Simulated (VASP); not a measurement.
**Cu: single point with PBEsol**

Crystal: Cu.

```
CELL_PARAMETERS angstrom
2.39067 0.00000 0.00000
0.00000 2.39067 0.00000
0.00000 0.00000 2.39067
ATOMIC_POSITIONS crystal
Cu 0.00000 0.00000 0.00000
```

This isn't the form of Cu at room conditions, which is fcc.

```yaml
Program: VASP 6.6.1
Task: single point
Functional: PBEsol
Potentials_or_basis: VASP PAW PBE potentials, release 64 (Cu_sv_GW)
Cutoff: 820 eV
k_mesh: 15 × 15 × 15
Occupations: fermi-dirac, width 0.1 eV
Spin: no spin polarisation
Dipole_correction: no
Further_INCAR_settings: ALGO = Normal; EDIFF = 1e-06; NBANDS = 16
```

- Pressure: -5.8 GPa
- Band gap on the k mesh: zero (an odd number of electrons rules out a gap without spin polarisation)

Levels at points of the mesh, in eV from the Fermi level:
```
           k point  band 7  band 8  band 9  band 10  band 11  band 12  band 13  band 14
(0.00, 0.00, 0.00)   -3.79   -1.19   -1.19    -1.19    17.73    17.73    17.73    21.18
```

Run time: 36 s on 1 thread of Intel(R) Xeon(R) 6975P-C (Granite Rapids), on a shared host, peak memory 0.19 GiB.

Caveat: the cell stands under tension; the PAW data sets were made with another functional, which shifts forces and pressure a little.
